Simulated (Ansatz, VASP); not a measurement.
## One calculation of Se, two programs

INCAR

```
SYSTEM = Se
PREC = Accurate
ENCUT = 600
EDIFF = 1E-6
ISMEAR = -1
SIGMA = 0.1
LREAL = .FALSE.
LASPH = .TRUE.
NELM = 60
ALGO = Normal
ISIF = 3
LWAVE = .FALSE.
LCHARG = .FALSE.
GGA = B5
ALDAX = 1.0
AGGAX = 1.0
AGGAC = 1.0
ALDAC = 0.0
IBRION = 2
NSW = 80
EDIFFG = -0.01
```

KPOINTS

```
Automatic mesh
0
G
  5 5 5
  0 0 0
```

Contents of POSCAR:

```
Se
1.0
    5.5877784105      0.0000000000      0.0000000000
    0.0000000000      5.5877784105      0.0000000000
    0.0000000000      0.0000000000      5.5877784105
Se
8
Direct
    0.0000000000      0.0000000000      0.0000000000
    0.5000000000      0.5000000000      0.5000000000
    0.2500000000      0.0000000000      0.5000000000
    0.7500000000      0.0000000000      0.5000000000
    0.5000000000      0.2500000000      0.0000000000
    0.5000000000      0.7500000000      0.0000000000
    0.0000000000      0.5000000000      0.2500000000
    0.0000000000      0.5000000000      0.7500000000
```

Input for Ansatz:

```yaml
crystal:
  lattice:
    - [5.5877784105, 0.0, 0.0]
    - [0.0, 5.5877784105, 0.0]
    - [0.0, 0.0, 5.5877784105]
  atoms:
    - { symbol: Se, position: [0.0, 0.0, 0.0] }
    - { symbol: Se, position: [0.5, 0.5, 0.5] }
    - { symbol: Se, position: [0.25, 0.0, 0.5] }
    - { symbol: Se, position: [0.75, 0.0, 0.5] }
    - { symbol: Se, position: [0.5, 0.25, 0.0] }
    - { symbol: Se, position: [0.5, 0.75, 0.0] }
    - { symbol: Se, position: [0.0, 0.5, 0.25] }
    - { symbol: Se, position: [0.0, 0.5, 0.75] }
hamiltonian:
  xc: blyp
  pseudopotentials:
    kind: paw
    azcp:
      Se: "pseudopotentials/Se.paw.azcp"
basis:
  ecutwfc: 420
  fft_grid_basis: typed
kpoints:
  mp_grid: { grid: [5, 5, 5], shift: [0, 0, 0] }
magnetization:
  spin_polarized: false
scf:
  occupations: { method: fermi_dirac, width: 0.1 }
relax:
  max_steps: 60
  f_tol: 0.01
  cell: {}
```

Alike in both runs: task relaxation of cell and atoms; functional BLYP; k mesh 5 × 5 × 5; occupations fermi-dirac, width 0.1 eV; no spin polarisation.

```csv
,VASP,Ansatz
version,VASP 6.6.1,Ansatz 0.2.0
potentials or method,"VASP PAW PBE potentials, release 64 (Se), cutoff 600 eV","plane waves (420 eV) with PAW, scalar-relativistic"
valence electrons in the cell,48,128
```

|  | VASP | Ansatz | Ansatz less VASP |
| --- | --- | --- | --- |
| relaxed volume (Å³/atom) | 23.53 | 23.48 | -0.059 |
| relaxed length of the cell vector where the two differ most in proportion (Å) | 5.731 | 5.727 | -0.0048 |

VASP's potentials were made for PBE, not for BLYP. VASP's potentials hold 48 valence electrons a cell and Ansatz's 128, so a difference there can come from the potentials and not from the codes.
